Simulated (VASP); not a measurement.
# CaO (P1) in VASP: further runs

CaO is run at these levels: PBEsol; tasks: single point.

Everything below comes from runs of VASP 6.6.1. Logs are shortened: lines on timing, memory, paths and dates and some standing lists are left out, and cuts for length are marked.

### Step 1. The cell of the first run

The typed cell holds 4 atoms: a = 3.992 Å, b = 3.992 Å, c = 4.785 Å, α = 90.00°, β = 90.00°, γ = 120.00°.

### Step 2. Single point, PBEsol (atom 3 (O) moved by (-0.450, -0.450) A along [1 1 0] and z)

File INCAR:

```
SYSTEM = CaO
ALGO = Normal
EDIFF = 1E-6
ENCUT = 520
GGA = PS
ISIF = 2
ISMEAR = 0
LASPH = .TRUE.
LCHARG = .FALSE.
LREAL = .FALSE.
LWAVE = .FALSE.
NBANDS = 24
NELM = 80
PREC = Accurate
SIGMA = 0.05
```

File KPOINTS:

```
k-points
0
G
  9 9 6
  0 0 0
```

File POSCAR:

```
CaO
1.0
    3.9919758245      0.0000000000      0.0000000000
   -1.9959879122      3.4571524753      0.0000000000
    0.0000000000      0.0000000000      4.7848400100
Ca O
2 2
Direct
    0.3333333333      0.6666666667      0.7500000000
    0.6666666667      0.3333333333      0.2500000000
    0.2076036685      0.5746261640      0.1559529683
    0.6666666667      0.3333333333      0.7500000000
```

Potentials or basis: VASP PAW PBE potentials, release 64 (Ca_sv, O).

On the command line:

```bash
> cat potpaw_PBE.64/Ca_sv/POTCAR potpaw_PBE.64/O/POTCAR > POTCAR
> mpirun -np 1 vasp_std > vasp.out
```

OUTCAR:

```text
SYSTEM = CaO
   EDIFF = 1E-6
   ENCUT = 520
   GGA = PS
   ISIF = 2
   ISMEAR = 0
   LASPH = .TRUE.
   LREAL = .FALSE.
   NELM = 80
   PREC = Accurate

 ion  position               nearest neighbor table
   1  0.333  0.667  0.750-   3 1.99   4 2.30   4 2.30   4 2.30
   2  0.667  0.333  0.250-   3 1.93   4 2.39   4 2.39   3 2.50
   3  0.208  0.575  0.156-   2 1.93   1 1.99   2 2.50
   4  0.667  0.333  0.750-   1 2.30   1 2.30   1 2.30   2 2.39   2 2.39

  LATTYP: Found a hexagonal cell.
 ALAT       =     3.9919758245
 C/A-ratio  =     1.1986144757

  Lattice vectors:

 A1 = (   3.9919758245,   0.0000000000,   0.0000000000)
 A2 = (  -1.9959879122,   3.4571524753,   0.0000000000)
 A3 = (   0.0000000000,   0.0000000000,   4.7848400100)

Analysis of symmetry for initial positions (statically):
=====================================================================
 Subroutine PRICEL returns:
 Original cell was already a primitive cell.

 Routine SETGRP: Setting up the symmetry group for a
 hexagonal supercell.

 Subroutine GETGRP returns: Found  1 space group operations
 (whereof  1 operations were pure point group operations)
 out of a pool of 24 trial point group operations.

The static configuration has the point symmetry C_1 .

Analysis of symmetry for dynamics (positions and initial velocities):
=====================================================================
 Subroutine PRICEL returns:
 Original cell was already a primitive cell.

 Routine SETGRP: Setting up the symmetry group for a
 hexagonal supercell.

 Subroutine GETGRP returns: Found  1 space group operations
 (whereof  1 operations were pure point group operations)
 out of a pool of 24 trial point group operations.

The dynamic configuration has the point symmetry C_1 .

 Subroutine INISYM returns: Found  1 space group operations
 (whereof  1 operations are pure point group operations),
 and found     1 'primitive' translations

----------------------------------------------------------------------------------------

                                     Primitive cell

  volume of cell :      66.0350

  direct lattice vectors                    reciprocal lattice vectors
     3.991975824  0.000000000  0.000000000     0.250502519  0.144627697  0.000000000
    -1.995987912  3.457152475  0.000000000     0.000000000  0.289255394  0.000000000
     0.000000000  0.000000000  4.784840010     0.000000000  0.000000000  0.208993404

  length of vectors
     3.991975824  3.991975824  4.784840010     0.289255394  0.289255394  0.208993404

  position of ions in fractional coordinates (direct lattice)
     0.333333333  0.666666667  0.750000000
     0.666666667  0.333333333  0.250000000
     0.207603668  0.574626164  0.155952968
     0.666666667  0.333333333  0.750000000

  ion indices of the primitive-cell ions
   primitive index   ion index
                 1           1
                 2           2
                 3           3
                 4           4

----------------------------------------------------------------------------------------

 KPOINTS: k-points

Automatic generation of k-mesh.
 Grid dimensions read from file:
 generate k-points for:    9    9    6

 Generating k-lattice:

  Cartesian coordinates                     Fractional coordinates (reciprocal lattice)
     0.027833613  0.016069744  0.000000000     0.111111111  0.000000000  0.000000000
     0.000000000  0.032139488  0.000000000     0.000000000  0.111111111  0.000000000
     0.000000000  0.000000000  0.034832234     0.000000000  0.000000000  0.166666667

  Length of vectors
     0.032139488  0.032139488  0.034832234

  Shift w.r.t. Gamma in fractional coordinates (k-lattice)
     0.000000000  0.000000000  0.000000000

 Subroutine IBZKPT returns following result:
 ===========================================

 Found    244 irreducible k-points:

 Following reciprocal coordinates:
            Coordinates               Weight
  0.000000  0.000000  0.000000      1.000000
  0.111111  0.000000  0.000000      2.000000
  0.000000  0.111111  0.000000      2.000000
 -0.111111  0.111111  0.000000      2.000000
  0.222222  0.000000  0.000000      2.000000
  0.000000  0.222222  0.000000      2.000000
[... 16 lines left out ...]
  0.333333  0.111111  0.000000      2.000000
 -0.111111  0.444444  0.000000      2.000000
 [... further k-points ...]
   k-points           NKPTS =    244   k-points in BZ     NKDIM =    244   number of bands    NBANDS=     24
   number of dos      NEDOS =    301   number of ions     NIONS =      4
   total plane-waves  NPLWV =  32400
   dimension x,y,z NGX =    30 NGY =   30 NGZ =   36
   dimension x,y,z NGXF=    60 NGYF=   60 NGZF=   72
   ions per type =               2   2
   NGX,Y,Z   is equivalent  to a cutoff of  12.49, 12.49, 12.51 a.u.
   NGXF,Y,Z  is equivalent  to a cutoff of  24.99, 24.99, 25.02 a.u.
 SYSTEM =  CaO
   PREC   = accura    normal or accurate (medium, high low for compatibility)
   ISTART =      0    job   : 0-new  1-cont  2-samecut
   ICHARG =      2    charge: 1-file 2-atom 10-const
   ISPIN  =      1    spin polarized calculation?
   LNONCOLLINEAR =      F non collinear calculations
   LSORBIT =      F    spin-orbit coupling
   LASPH  =      T    aspherical Exc in radial PAW
   ENCUT  =  520.0 eV  38.22 Ry    6.18 a.u.   7.42  7.42  8.90*2*pi/ulx,y,z
   NELM   =     80;   NELMIN=  2; NELMDL= -5     # of ELM steps
   EDIFF  = 0.1E-05   stopping-criterion for ELM
   LREAL  =      F    real-space projection
   EDIFFG = 0.1E-04   stopping-criterion for IOM
   NSW    =      0    number of steps for IOM
   IBRION =     -1    ionic relax: 0-MD 1-quasi-New 2-CG
   NFREE  =      0    steps in history (QN), initial steepest desc. (CG)
   ISIF   =      2    stress and relaxation
   ISYM   =      2    0-nonsym 1-usesym 2-fastsym
   POTIM  = 0.5000    time-step for ionic-motion
   TEBEG  =    0.0;   TEEND  =   0.0 temperature during run
   PSTRESS=    0.0 pullay stress
   NELECT =      32.0000    total number of electrons
   NUPDOWN=      -1.0000    fix difference up-down
   EMIN   =  10.00;   EMAX   =-10.00  energy-range for DOS
   EFERMI =   0.00;   METHOD = LEGACY
   ISMEAR =     0;   SIGMA  =   0.05  broadening in eV -4-tet -1-fermi 0-gaus
   EFERMI_NEDOS =   21; number of points for ismear=-14 and -15
   IALGO  =     38    algorithm
   IMIX   =      4    mixing-type and parameters
     AMIX     =   0.40;   BMIX     =  1.00
     AMIX_MAG =   1.60;   BMIX_MAG =  1.00
  volume/ion in A,a.u.               =      16.51       111.41
  Fermi-wavevector in a.u.,A,eV,Ry     =   1.285879  2.429960 22.497037  1.653486
  Thomas-Fermi vector in A             =   2.417987
   LORBIT       =      0    0 simple, 1 ext, 2 COOP (PROOUT), +10 PAW based schemes
   GGA     = PS    functional components
   LHFCALC =     F    Hartree Fock is set to
   AEXX    =    0.0000 exact exchange contribution
   IVDW    =     0    specifies the selected vdW correction
   LEPSILON=     F    determine dielectric tensor
   LRPA    =     F    only Hartree local field effects (RPA)
 non-spin polarized calculation
 Gauss-broadening in eV      SIGMA  =   0.05
  energy-cutoff  :      520.00
  volume of cell :       66.03
 maximum number of plane-waves:      1811
 NGX is ok and might be reduce to    30
   NGX = 15   NGY = 15   NGZ = 17

 number of electron      31.9999996 magnetization

 Free energy of the ion-electron system (eV)
  ---------------------------------------------------
  ext. energy  EPLUGINS =         0.00000000
  ---------------------------------------------------
  free energy    TOTEN  =       -25.09630232 eV

  energy without entropy =      -25.09630232  energy(sigma->0) =      -25.09630232

 E-fermi :   1.3767     XC(G=0):  -9.5850

 val. band max:        1.0957232486   @ k =   0.0000   0.0000   0.0000
 cond. band min:       3.9721195326   @ k =   0.0000   0.0000   0.0000
 fundamental gap:      2.8763962840
 Fermi energy:         1.3766879644

 k-point     1 :       0.0000    0.0000    0.0000
  band No.  band energies     occupation
      1     -36.1306      2.00000
      2     -35.7826      2.00000
      3     -18.1070      2.00000
      4     -17.4715      2.00000
      5     -17.3649      2.00000
      6     -16.9827      2.00000
[... 16 lines left out ...]
     23       9.6740      0.00000
     24       9.9169      0.00000

 k-point     2 :       0.1111    0.0000    0.0000
  band No.  band energies     occupation
      1     -36.1271      2.00000
      2     -35.7828      2.00000
      3     -18.1393      2.00000
      4     -17.4798      2.00000
      5     -17.3743      2.00000
      6     -17.0064      2.00000
[... 16 lines left out ...]
     23       9.6216      0.00000
     24       9.8006      0.00000

 k-point     3 :       0.0000    0.1111    0.0000
  band No.  band energies     occupation
      1     -36.1277      2.00000
      2     -35.7826      2.00000
      3     -18.1146      2.00000
      4     -17.4714      2.00000
      5     -17.3777      2.00000
      6     -17.0085      2.00000
[... 16 lines left out ...]
     23       9.7882      0.00000
     24       9.8893      0.00000

 k-point     4 :      -0.1111    0.1111    0.0000
  band No.  band energies     occupation
      1     -36.1275      2.00000
      2     -35.7826      2.00000
      3     -18.1258      2.00000
      4     -17.4710      2.00000
      5     -17.3816      2.00000
      6     -17.0034      2.00000
[... 16 lines left out ...]
     23       9.7704      0.00000
     24       9.9012      0.00000

 k-point     5 :       0.2222    0.0000    0.0000
  band No.  band energies     occupation
      1     -36.1180      2.00000
      2     -35.7834      2.00000
      3     -18.2320      2.00000
      4     -17.4760      2.00000
      5     -17.3967      2.00000
      6     -17.1417      2.00000
[... 451 lines left out ...]
 k-point    22 :       0.3333   -0.1111    0.0000
  band No.  band energies     occupation
      1     -36.1112      2.00000
      2     -35.7838      2.00000
      3     -18.3049      2.00000
      4     -17.4498      2.00000
      5     -17.4206      2.00000
      6     -17.2392      2.00000
[... 16 lines left out ...]
     23       9.5691      0.00000
     24       9.9997      0.00000

 k-point    23 :       0.3333    0.1111    0.0000
  band No.  band energies     occupation
      1     -36.1028      2.00000
      2     -35.7845      2.00000
      3     -18.3729      2.00000
      4     -17.4447      2.00000
      5     -17.3881      2.00000
      6     -17.3576      2.00000
[... 16 lines left out ...]
     23       9.3994      0.00000
     24       9.8259      0.00000

 k-point    24 :      -0.1111    0.4444    0.0000
  band No.  band energies     occupation
      1     -36.1074      2.00000
      2     -35.7828      2.00000
      3     -18.1924      2.00000
      4     -17.4881      2.00000
      5     -17.4051      2.00000
      6     -17.3456      2.00000
[... 16 lines left out ...]
     23       9.6953      0.00000
     24      10.0229      0.00000

 [... further k-points ...]

------------------------ aborting loop because EDIFF is reached ----------------------------------------

  FORCE on cell =-STRESS in cart. coord.  units (eV):
  Direction    XX          YY          ZZ          XY          YZ          ZX
  --------------------------------------------------------------------------------------
  -------------------------------------------------------------------------------------
  Total        4.0078887      0.0686522      3.9772794      2.3253021     -0.8227705     -1.1793883
  in kB       97.2416631      1.6656780     96.4990031     56.4177943    -19.9625228    -28.6149853
  external PRESSURE =      65.1354481 kB  Pullay stress =       0.0000000 kB

 VOLUME and BASIS-vectors are now :
 -----------------------------------------------------------------------------
  energy-cutoff  :      520.00
  volume of cell :       66.03
      direct lattice vectors                 reciprocal lattice vectors
     3.991975824  0.000000000  0.000000000     0.250502519  0.144627697  0.000000000
    -1.995987912  3.457152475  0.000000000     0.000000000  0.289255394  0.000000000
     0.000000000  0.000000000  4.784840010     0.000000000  0.000000000  0.208993404

 POSITION                                       TOTAL-FORCE (eV/Angst)
 -----------------------------------------------------------------------------------
     -0.00000      2.30477      3.58863        -0.031002     -0.048543     -1.580845
      1.99599      1.15238      1.19621        -2.992461     -1.667837     -0.214122
     -0.31820      1.98657      0.74621         3.371718      1.905380      2.861987
      1.99599      1.15238      3.58863        -0.348255     -0.189000     -1.067020
 -----------------------------------------------------------------------------------
    total drift:                                0.000358      0.000009      0.000735

  FREE ENERGIE OF THE ION-ELECTRON SYSTEM (eV)
  ---------------------------------------------------
  free  energy   TOTEN  =       -25.0963023224 eV

  energy  without entropy=      -25.0963023224  energy(sigma->0) =      -25.09630232
```

Run time: 5.4 min. Hardware: 1 thread of Intel Xeon Platinum 8259CL at 2.50GHz (Skylake/Cascade Lake), shared host; peak memory 0.43 GiB.

What came out:

```yaml
Free_energy: -25.0963 eV
Pressure: 6.5 GPa
Largest_force: 4.816 eV/Å
Band_gap_on_the_k_mesh: 2.88 eV
```

Forces on the atoms (eV/Å):
```
Ca  -0.031 -0.049 -1.581
Ca  -2.992 -1.668 -0.214
O    3.372  1.905  2.862
O   -0.348 -0.189 -1.067
```

Stress tensor (GPa, compression positive):
```
 9.72  5.64 -2.86
 5.64  0.17 -2.00
-2.86 -2.00  9.65
```

Caveat: the cell differs from its parent crystal (atom 3 (O) moved by (-0.450, -0.450) A along [1 1 0] and z); the stress differs along the axes, from 0 to 10 GPa; the PAW data sets were made with another functional, which shifts forces and pressure a little.

### Step 3. Single point, PBEsol (atom 3 (O) moved by (+0.450, -0.450) A along [1 1 0] and z)

File INCAR:

```
PREC = Accurate
ENCUT = 520
EDIFF = 1E-7
ISMEAR = 0
SIGMA = 0.05
LREAL = False
LASPH = True
NELM = 100
ALGO = Normal
ISIF = 2
LWAVE = False
LCHARG = False
GGA = PS
NBANDS = 24
```

File KPOINTS:

```
Automatic mesh
0
Gamma
  9 9 6
```

POSCAR, as its differences from that of step 2:

```diff
@@ -10,3 +10,3 @@
     0.6666666667      0.3333333333      0.2500000000
-    0.2076036685      0.5746261640      0.1559529683
+    0.4590629981      0.7587071693      0.1559529683
     0.6666666667      0.3333333333      0.7500000000
```

Potentials or basis: VASP PAW PBE potentials, release 64 (Ca_sv, O).

On the command line:

```bash
> cat potpaw_PBE.64/Ca_sv/POTCAR potpaw_PBE.64/O/POTCAR > POTCAR
> mpirun -np 1 vasp_std > vasp.out
```

Wall time 6.2 min (1 thread of Intel Xeon Platinum 8259CL at 2.50GHz (Skylake/Cascade Lake), shared host); peak memory 0.42 GiB.

Results (log left out):

```
Free energy            : -25.3905 eV
Pressure               : 4.4 GPa
Largest force          : 3.613 eV/Å
Band gap on the k mesh : 2.75 eV (least direct gap 2.82 eV)
```

Forces on the atoms (eV/Å):
```
Ca   0.068  0.049 -1.552
Ca   0.311  1.478 -0.543
O   -0.414 -1.723  3.148
O    0.035  0.195 -1.053
```

Stress tensor (GPa, compression positive):
```
-1.37 -2.79  1.08
-2.79  5.97  1.79
 1.08  1.79  8.67
```

Levels at points of the mesh, in eV from the valence-band top:
| k point | band 12 | band 13 | band 14 | band 15 | band 16 | band 17 | band 18 | band 19 | band 20 | band 21 |
| --- | --- | --- | --- | --- | --- | --- | --- | --- | --- | --- |
| (0.00, 0.00, 0.00) | -1.26 | -1.08 | -0.97 | -0.75 | -0.07 | 2.75 | 5.99 | 6.27 | 7.28 | 7.52 |
| (0.00, 0.00, 0.50) | -1.49 | -1.42 | -1.28 | -1.12 | -0.70 | 4.27 | 4.86 | 6.75 | 7.64 | 7.91 |

Caveat: the cell differs from its parent crystal (atom 3 (O) moved by (+0.450, -0.450) A along [1 1 0] and z); the stress differs along the axes, from -1 to 9 GPa; the PAW data sets were made with another functional, which shifts forces and pressure a little.

(Part 1 of 2 ends here.)
